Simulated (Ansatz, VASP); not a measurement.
**Two plane-wave programs on Mg5CdTe6**

```
CELL_PARAMETERS angstrom
4.25730 0.00000 0.00000
-2.12865 3.68693 0.00000
0.00000 0.00000 20.74188
ATOMIC_POSITIONS crystal
Mg 0.00000 0.00000 0.33453
Mg 0.00000 0.00000 0.66547
Mg 0.00000 0.00000 0.83110
Mg 0.00000 0.00000 0.16890
Mg 0.00000 0.00000 0.50000
Cd 0.00000 0.00000 0.00000
Te 0.33333 0.66667 0.91276
Te 0.33333 0.66667 0.25188
Te 0.33333 0.66667 0.58275
Te 0.66667 0.33333 0.08724
Te 0.66667 0.33333 0.41725
Te 0.66667 0.33333 0.74812
```

Alike in both runs: functional PBE; k mesh 12 × 12 × 2; occupations gaussian, width 0.02 eV; no spin polarisation.

Ansatz relaxed the structure, and its values are those at the end. VASP's run is a single point on that final structure, the one shown.

```csv
,VASP,Ansatz
version,VASP 6.6.1,Ansatz 0.2.0
potentials or method,"VASP PAW PBE potentials, release 64 (Mg, Cd, Te), cutoff 520 eV","scalar-relativistic, plane waves, PAW"
valence electrons in the cell,58,166
```

```tsv
	VASP	Ansatz	Ansatz less VASP
gap on the k mesh at the Fermi level (eV)	0.46	0.48	+0.019
least direct gap on the mesh (eV)	1.17	1.19	+0.018
pressure (GPa)	-0.1	0.0	+0.02
rms of the force components (eV/Å)	0.004	0.003	-0.0014
```

VASP's potentials hold 58 valence electrons a cell and Ansatz's 166, so a difference there can come from the potentials and not from the codes.

Spin-orbit coupling is off throughout.
